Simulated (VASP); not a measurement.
Write the native input for VASP 6.6.1 that does the following.

- Task: single point
- Functional: LDA
- Potentials or basis: VASP PAW LDA potentials, release 64 (Mo_sv)
- Cutoff: 520 eV
- k mesh: 12 × 12 × 12
- Occupations: fermi-dirac, width 0.05 eV
- Spin: no spin polarisation
- Dipole correction: no
- Further INCAR settings: ALGO = Normal; EDIFF = 1e-07; NBANDS = 13

The structure of Mo lies in POSCAR:

```
Mo
1.0
   -1.6046509537      1.6046509537      1.6046509537
    1.6046509537     -1.6046509537      1.6046509537
    1.6046509537      1.6046509537     -1.6046509537
Mo
1
Direct
    0.0000000000      0.0000000000      0.0000000000
```

These files were run (other wordings do the same):

INCAR

```
ALGO = Normal ; EDIFF = 1E-7
ENCUT = 520 ; ISIF = 2
ISMEAR = -1 ; LASPH = T
LCHARG = T ; LELF = T
LREAL = F ; LVHAR = T
LWAVE = F ; NBANDS = 13
NELM = 100 ; PREC = Accurate
SIGMA = 0.05
```

KPOINTS

```
k-points
0
Gamma
  12 12 12
```

Potentials or basis: VASP PAW LDA potentials, release 64 (Mo_sv).

Command:

```bash
$ cat potpaw_LDA.64/Mo_sv/POTCAR > POTCAR
$ mpirun -np 1 vasp_std > vasp.out
```

Results of the run:

```json
{
  "Pressure": "-21.7 GPa",
  "Band gap on the k mesh": "zero (band 7 reaches 15.28 eV, above the bottom of band 8 at 10.31 eV)"
}
```

Wall time 33 s on 1 thread of AMD EPYC 7R13, on a shared host, peak memory 0.11 GiB.
